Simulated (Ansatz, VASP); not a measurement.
## HCl in VASP and in Ansatz

Contents of INCAR:

```
PREC     = Accurate       # precision mode
ENCUT    = 500            # plane-wave cutoff, eV
EDIFF    = 1E-6           # SCF threshold, eV
ISMEAR   = 0              # smearing method
SIGMA    = 0.05           # smearing width, eV
LREAL    = F              # projectors in reciprocal space
LASPH    = T              # aspherical terms in the spheres
NELM     = 120            # most SCF steps
ALGO     = Normal         # electronic algorithm
ISIF     = 2              # what is computed and relaxed
LWAVE    = F              # write WAVECAR
LCHARG   = T              # write CHGCAR
GGA      = PS             # functional
LELF     = T              # ELF
LVHAR    = T            
NBANDS   = 11             # bands
GGA_COMPAT= F
```

The input KPOINTS:

```
Automatic mesh
0
Gamma
  10 10 10
```

File POSCAR:

```
HCl
1.0
    0.0000000000      2.7465947512      2.7465947512
    2.7465947512      0.0000000000      2.7465947512
    2.7465947512      2.7465947512      0.0000000000
H Cl
1 1
Direct
    0.0000000000      0.0000000000      0.0000000000
    0.5000000000      0.5000000000      0.5000000000
```

Input for Ansatz:

```yaml
crystal:
  lattice:
    - [0.0, 2.7465947512, 2.7465947512]
    - [2.7465947512, 0.0, 2.7465947512]
    - [2.7465947512, 2.7465947512, 0.0]
  atoms:
    - { symbol: H, position: [0.0, 0.0, 0.0] }
    - { symbol: Cl, position: [0.5, 0.5, 0.5] }
basis:
  ecutwfc: 420
  ecutrho_ratio: 4
kpoints:
  mp_grid: { grid: [10, 10, 10] }
hamiltonian:
  xc: pbesol
scf:
  occupations: { method: gaussian, width: 0.05 }
output:
  forces: true
  stress: true
  eigenvalues: true
```

Alike in both runs: task single point; functional PBEsol; k mesh 10 × 10 × 10; occupations gaussian, width 0.05 eV; no spin polarisation.

```csv
,VASP,Ansatz
version,VASP 6.6.1,Ansatz 0.2.0
potentials or method,"VASP PAW PBE potentials, release 64 (H, Cl), cutoff 500 eV","scalar-relativistic, plane waves, PAW"
valence electrons in the cell,8,8
```

|  | VASP | Ansatz | Ansatz less VASP |
| --- | --- | --- | --- |
| gap on the k mesh at the Fermi level (eV) | none | none | - |
| pressure (GPa) | -10.3 | -10.2 | +0.07 |

VASP's potentials were made for PBE, not for PBEsol. A gap of «none» marks a metal or a gap that the smearing closes.
